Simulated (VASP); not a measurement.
# NaH (I4/mmm) in VASP: single point with HSE06

Aim: the single point of NaH with HSE06.

Everything below comes from runs of VASP 6.6.1. Logs are shortened: lines on timing, memory, paths and dates and some standing lists are left out, and cuts for length are marked.

### 1 The cell of the first run

Symmetry: I4/mmm, No. 139, tetragonal system. The conventional cell has a = 3.492 Å, b = 3.492 Å, c = 4.723 Å, α = 90.00°, β = 90.00°, γ = 90.00°. Na (site symmetry 4/mmm) has 6 H at 2.36 to 2.47 Å within 3.1 Å. Within 3.1 Å of H (site symmetry 4/mmm) lie 6 Na at 2.36 to 2.47 Å.

### 2 Single point, HSE06 (epitaxial xy strain +3.0%)

POSCAR

```
NaH
1.0
    0.0000000000      2.4694376559      2.3615496029
    2.4694376559      0.0000000000      2.3615496029
    2.4694376559      2.4694376559      0.0000000000
Na H
1 1
Direct
    0.0000000000      0.0000000000      0.0000000000
    0.5000000000      0.5000000000      0.5000000000
```

INCAR.step1

```
SYSTEM = NaH
ALGO = Normal
EDIFF = 1E-5
ENCUT = 520
GGA = PE
ISIF = 2
ISMEAR = 0
LASPH = .TRUE.
LCHARG = .FALSE.
LREAL = .FALSE.
LWAVE = .TRUE.
NBANDS = 11
NELM = 60
PREC = Accurate
SIGMA = 0.01
```

INCAR.step2

```
SYSTEM = NaH
ALGO = Normal
EDIFF = 1E-7
ENCUT = 520
GGA = PE
HFSCREEN = 0.2079
ISIF = 2
ISMEAR = 0
ISTART = 1
LASPH = .TRUE.
LCHARG = .FALSE.
LHFCALC = .TRUE.
LREAL = .FALSE.
LWAVE = .FALSE.
NBANDS = 11
NELM = 60
PREC = Accurate
PRECFOCK = Normal
SIGMA = 0.01
```

KPOINTS

```
k-points
0
G
  6 6 6
  0 0 0
```

Potentials or basis: VASP PAW PBE potentials, release 64 (Na_pv, H).

Started as:

```
> cat potpaw_PBE.64/Na_pv/POTCAR potpaw_PBE.64/H/POTCAR > POTCAR
> cp INCAR.step1 INCAR
> mpirun -np 1 vasp_std > vasp.out
> cp INCAR.step2 INCAR
> mpirun -np 1 vasp_std > vasp.out
```

OUTCAR:

```text
SYSTEM = NaH
   EDIFF = 1E-7
   ENCUT = 520
   GGA = PE
   HFSCREEN = 0.2079
   ISIF = 2
   ISMEAR = 0
   ISTART = 1
   LASPH = .TRUE.
   LHFCALC = .TRUE.
   LREAL = .FALSE.
   NELM = 60
   PREC = Accurate
   PRECFOCK = Normal

 ion  position               nearest neighbor table
   1  0.000  0.000  0.000-
   2  0.500  0.500  0.500-

  LATTYP: Found a body centered tetragonal cell.
 ALAT       =     3.4923122244
 C/A-ratio  =     1.3524275329

  Lattice vectors:

 A1 = (   0.0000000000,  -2.4694376559,  -2.3615496029)
 A2 = (   0.0000000000,   2.4694376559,  -2.3615496029)
 A3 = (   2.4694376559,   0.0000000000,   2.3615496029)

Analysis of symmetry for initial positions (statically):
=====================================================================
 Subroutine PRICEL returns:
 Original cell was already a primitive cell.

 Routine SETGRP: Setting up the symmetry group for a
 body centered tetragonal supercell.

 Subroutine GETGRP returns: Found 16 space group operations
 (whereof 16 operations were pure point group operations)
 out of a pool of 16 trial point group operations.

The static configuration has the point symmetry D_4h.

Analysis of symmetry for dynamics (positions and initial velocities):
=====================================================================
 Subroutine PRICEL returns:
 Original cell was already a primitive cell.

 Routine SETGRP: Setting up the symmetry group for a
 body centered tetragonal supercell.

 Subroutine GETGRP returns: Found 16 space group operations
 (whereof 16 operations were pure point group operations)
 out of a pool of 16 trial point group operations.

The dynamic configuration has the point symmetry D_4h.

 Subroutine INISYM returns: Found 16 space group operations
 (whereof 16 operations are pure point group operations),
 and found     1 'primitive' translations

----------------------------------------------------------------------------------------

                                     Primitive cell

  volume of cell :      28.8020

  direct lattice vectors                    reciprocal lattice vectors
     0.000000000  2.469437656  2.361549603    -0.202475247  0.202475247  0.211725385
     2.469437656  0.000000000  2.361549603     0.202475247 -0.202475247  0.211725385
     2.469437656  2.469437656  0.000000000     0.202475247  0.202475247 -0.211725385

  length of vectors
     3.416875600  3.416875600  3.492312224     0.356118085  0.356118085  0.356118085

  position of ions in fractional coordinates (direct lattice)
     0.000000000  0.000000000  0.000000000
     0.500000000  0.500000000  0.500000000

  ion indices of the primitive-cell ions
   primitive index   ion index
                 1           1
                 2           2

----------------------------------------------------------------------------------------

 KPOINTS: k-points

Automatic generation of k-mesh.
 Grid dimensions read from file:
 generate k-points for:    6    6    6

 Generating k-lattice:

  Cartesian coordinates                     Fractional coordinates (reciprocal lattice)
    -0.033745875  0.033745875  0.035287564     0.166666667  0.000000000  0.000000000
     0.033745875 -0.033745875  0.035287564     0.000000000  0.166666667  0.000000000
     0.033745875  0.033745875 -0.035287564    -0.000000000 -0.000000000  0.166666667

  Length of vectors
     0.059353014  0.059353014  0.059353014

  Shift w.r.t. Gamma in fractional coordinates (k-lattice)
     0.000000000  0.000000000  0.000000000

 Subroutine IBZKPT returns following result:
 ===========================================

 Found     30 irreducible k-points:

 Following reciprocal coordinates:
            Coordinates               Weight
  0.000000  0.000000  0.000000      1.000000
  0.166667  0.000000  0.000000      8.000000
  0.333333  0.000000  0.000000      8.000000
  0.500000  0.000000  0.000000      4.000000
  0.166667  0.166667  0.000000      2.000000
  0.333333  0.166667  0.000000      8.000000
[... 16 lines left out ...]
  0.333333  0.000000  0.333333      4.000000
  0.500000  0.000000  0.333333     16.000000
 [... further k-points ...]
   k-points           NKPTS =     30   k-points in BZ     NKDIM =    216   number of bands    NBANDS=     11
   number of dos      NEDOS =    301   number of ions     NIONS =      2
   total plane-waves  NPLWV =  21952
   dimension x,y,z NGX =    28 NGY =   28 NGZ =   28
   dimension x,y,z NGXF=    56 NGYF=   56 NGZF=   56
   ions per type =               1   1
   NGX,Y,Z   is equivalent  to a cutoff of  13.62, 13.62, 13.33 a.u.
   NGXF,Y,Z  is equivalent  to a cutoff of  27.25, 27.25, 26.66 a.u.
 SYSTEM =  NaH
   PREC   = accura    normal or accurate (medium, high low for compatibility)
   ISTART =      1    job   : 0-new  1-cont  2-samecut
   ICHARG =      0    charge: 1-file 2-atom 10-const
   ISPIN  =      1    spin polarized calculation?
   LNONCOLLINEAR =      F non collinear calculations
   LSORBIT =      F    spin-orbit coupling
   LASPH  =      T    aspherical Exc in radial PAW
   ENCUT  =  520.0 eV  38.22 Ry    6.18 a.u.   6.35  6.35  6.49*2*pi/ulx,y,z
   NELM   =     60;   NELMIN=  2; NELMDL=  0     # of ELM steps
   EDIFF  = 0.1E-06   stopping-criterion for ELM
   LREAL  =      F    real-space projection
   EDIFFG = 0.1E-05   stopping-criterion for IOM
   NSW    =      0    number of steps for IOM
   IBRION =     -1    ionic relax: 0-MD 1-quasi-New 2-CG
   NFREE  =      0    steps in history (QN), initial steepest desc. (CG)
   ISIF   =      2    stress and relaxation
   ISYM   =      3    0-nonsym 1-usesym 2-fastsym
   POTIM  = 0.5000    time-step for ionic-motion
   TEBEG  =    0.0;   TEEND  =   0.0 temperature during run
   PSTRESS=    0.0 pullay stress
   NELECT =       8.0000    total number of electrons
   NUPDOWN=      -1.0000    fix difference up-down
   EMIN   =  10.00;   EMAX   =-10.00  energy-range for DOS
   EFERMI =   0.00;   METHOD = LEGACY
   ISMEAR =     0;   SIGMA  =   0.01  broadening in eV -4-tet -1-fermi 0-gaus
   EFERMI_NEDOS =   21; number of points for ismear=-14 and -15
   IALGO  =     38    algorithm
   IMIX   =      1    mixing-type and parameters
     AMIX     =   0.40;   BMIX     =  1.00
     AMIX_MAG =   1.60;   BMIX_MAG =  1.00
  volume/ion in A,a.u.               =      14.40        97.18
  Fermi-wavevector in a.u.,A,eV,Ry     =   1.068146  2.018502 15.523361  1.140935
  Thomas-Fermi vector in A             =   2.203784
   LORBIT       =      0    0 simple, 1 ext, 2 COOP (PROOUT), +10 PAW based schemes
   GGA     = PE    functional components
   LHFCALC =     T    Hartree Fock is set to
   PRECFOCK=normal    Normal, Fast or Accurate (Low or Medium for compatibility)
   ENCUT4O =  -1.0   cutoff for four orbital integrals eV
   NKREDX  =     1    reduce k-point grid by
   NKREDY  =     1    reduce k-point grid by
   NKREDZ  =     1    reduce k-point grid by
   AEXX    =    0.2500 exact exchange contribution
   HFSCREEN=    0.2079 screening length (either q_TF or 0.3 A-1)
   HFSCREENC=   0.2079 screening length for correlation (either q_TF or 0.3 A-1)
   ENCUTFOCK=  -1.0 apply spherical cutoff to Coloumb kernel
   IVDW    =     0    specifies the selected vdW correction
   LEPSILON=     F    determine dielectric tensor
   LRPA    =     F    only Hartree local field effects (RPA)
 non-spin polarized calculation
 Gauss-broadening in eV      SIGMA  =   0.01
  energy-cutoff  :      520.00
  volume of cell :       28.80
 maximum number of plane-waves:       801
 NGX is ok and might be reduce to    28
  NGX = 20; NGY = 20; NGZ = 20

 number of electron       8.0000002 magnetization

 Free energy of the ion-electron system (eV)
  ---------------------------------------------------
  ext. energy  EPLUGINS =         0.00000000
  ---------------------------------------------------
  free energy    TOTEN  =        -5.75699716 eV

  energy without entropy =       -5.75699716  energy(sigma->0) =       -5.75699716

 E-fermi :  -1.7943     XC(G=0):  -6.4603

 val. band max:       -1.8761621844   @ k =  -0.3333   0.5000   0.1667
 cond. band min:       2.8521179734   @ k =   0.5000   0.0000   0.0000
 fundamental gap:      4.7282801578
 Fermi energy:        -1.7943344293

 k-point     1 :       0.0000    0.0000    0.0000
  band No.  band energies     occupation
      1     -26.3516      2.00000
      2     -26.3516      2.00000
      3     -26.3390      2.00000
      4      -5.7988      2.00000
      5       9.8300      0.00000
      6      14.8596      0.00000
      7      14.8596      0.00000
      8      15.0665      0.00000
      9      15.8554      0.00000
     10      15.8554      0.00000
     11      15.9163      0.00000

 k-point     2 :       0.1667    0.0000    0.0000
  band No.  band energies     occupation
      1     -26.3694      2.00000
      2     -26.3546      2.00000
      3     -26.3440      2.00000
      4      -5.2813      2.00000
      5       8.1696      0.00000
      6      11.6433      0.00000
      7      13.6691      0.00000
      8      14.0081      0.00000
      9      16.8476      0.00000
     10      17.1926      0.00000
     11      17.2927      0.00000

 k-point     3 :       0.3333    0.0000    0.0000
  band No.  band energies     occupation
      1     -26.4097      2.00000
      2     -26.3607      2.00000
      3     -26.3485      2.00000
      4      -3.9147      2.00000
      5       4.7279      0.00000
      6      10.3731      0.00000
      7      12.7207      0.00000
      8      13.2787      0.00000
      9      15.7966      0.00000
     10      16.6534      0.00000
     11      18.4044      0.00000

 k-point     4 :       0.5000    0.0000    0.0000
  band No.  band energies     occupation
      1     -26.4300      2.00000
      2     -26.3637      2.00000
      3     -26.3504      2.00000
      4      -2.8477      2.00000
      5       2.8521      0.00000
      6      10.0612      0.00000
      7      12.4011      0.00000
      8      13.0512      0.00000
      9      15.2957      0.00000
     10      16.1394      0.00000
     11      18.2213      0.00000

 k-point     5 :       0.1667    0.1667    0.0000
  band No.  band energies     occupation
      1     -26.3601      2.00000
      2     -26.3594      2.00000
      3     -26.3594      2.00000
      4      -5.0746      2.00000
      5       8.2111      0.00000
      6      11.9544      0.00000
      7      12.0661      0.00000
      8      12.0661      0.00000
      9      16.2764      0.00000
     10      18.2205      0.00000
     11      20.0365      0.00000
[... 211 lines left out ...]
 k-point    21 :      -0.1667    0.3333    0.1667
  band No.  band energies     occupation
      1     -26.4081      2.00000
      2     -26.3704      2.00000
      3     -26.3680      2.00000
      4      -3.0030      2.00000
      5       4.9043      0.00000
      6       7.2055      0.00000
      7       9.8569      0.00000
      8      14.7548      0.00000
      9      14.8796      0.00000
     10      17.0295      0.00000
     11      21.3309      0.00000

 k-point    22 :      -0.3333    0.5000    0.1667
  band No.  band energies     occupation
      1     -26.4001      2.00000
      2     -26.3926      2.00000
      3     -26.3819      2.00000
      4      -1.8762      2.00000
      5       4.6993      0.00000
      6       6.0493      0.00000
      7       7.8823      0.00000
      8      13.7796      0.00000
      9      14.0783      0.00000
     10      20.0609      0.00000
     11      20.3950      0.00000

 k-point    23 :       0.3333    0.0000    0.3333
  band No.  band energies     occupation
      1     -26.4068      2.00000
      2     -26.3679      2.00000
      3     -26.3606      2.00000
      4      -3.4429      2.00000
      5       5.1889      0.00000
      6      10.1058      0.00000
      7      10.6689      0.00000
      8      10.7293      0.00000
      9      12.4598      0.00000
     10      20.6370      0.00000
     11      23.2622      0.00000

 k-point    24 :       0.5000    0.0000    0.3333
  band No.  band energies     occupation
      1     -26.4151      2.00000
      2     -26.3783      2.00000
      3     -26.3654      2.00000
      4      -2.4257      2.00000
      5       4.1512      0.00000
      6       7.0716      0.00000
      7      10.5072      0.00000
      8      11.0817      0.00000
      9      14.4789      0.00000
     10      20.7474      0.00000
     11      22.2122      0.00000

 [... further k-points ...]

------------------------ aborting loop because EDIFF is reached ----------------------------------------

  FORCE on cell =-STRESS in cart. coord.  units (eV):
  Direction    XX          YY          ZZ          XY          YZ          ZX
  --------------------------------------------------------------------------------------
  -------------------------------------------------------------------------------------
  Total       -0.2178140     -0.2178140      0.0264992      0.0000000     -0.0000000     -0.0000000
  in kB      -12.1163876    -12.1163876      1.4740772      0.0000000     -0.0000000     -0.0000000
  external PRESSURE =      -7.5862326 kB  Pullay stress =       0.0000000 kB

 VOLUME and BASIS-vectors are now :
 -----------------------------------------------------------------------------
  energy-cutoff  :      520.00
  volume of cell :       28.80
      direct lattice vectors                 reciprocal lattice vectors
     0.000000000  2.469437656  2.361549603    -0.202475247  0.202475247  0.211725385
     2.469437656  0.000000000  2.361549603     0.202475247 -0.202475247  0.211725385
     2.469437656  2.469437656  0.000000000     0.202475247  0.202475247 -0.211725385

 POSITION                                       TOTAL-FORCE (eV/Angst)
 -----------------------------------------------------------------------------------
      0.00000      0.00000      0.00000         0.000000      0.000000      0.000000
      2.46944      2.46944      2.36155        -0.000000      0.000000     -0.000000
 -----------------------------------------------------------------------------------
    total drift:                               -0.000003     -0.000001      0.000004

  FREE ENERGIE OF THE ION-ELECTRON SYSTEM (eV)
  ---------------------------------------------------
  free  energy   TOTEN  =        -5.7569971648 eV

  energy  without entropy=       -5.7569971648  energy(sigma->0) =       -5.75699716
```

It took 14 min on 1 thread of Intel Xeon Platinum 8488C (Sapphire Rapids), shared host; peak memory 0.26 GiB.

Results:

```
Free energy            : -5.7570 eV
Pressure               : -0.8 GPa
Band gap on the k mesh : 4.73 eV (least direct gap 5.70 eV)
```

Caveat: the cell differs from its parent crystal (epitaxial xy strain +3.0%); the structure was generated, so it needn't be the stable form of NaH; the PAW data sets were made with another functional, which shifts forces and pressure a little. A k mesh can miss the band edges.
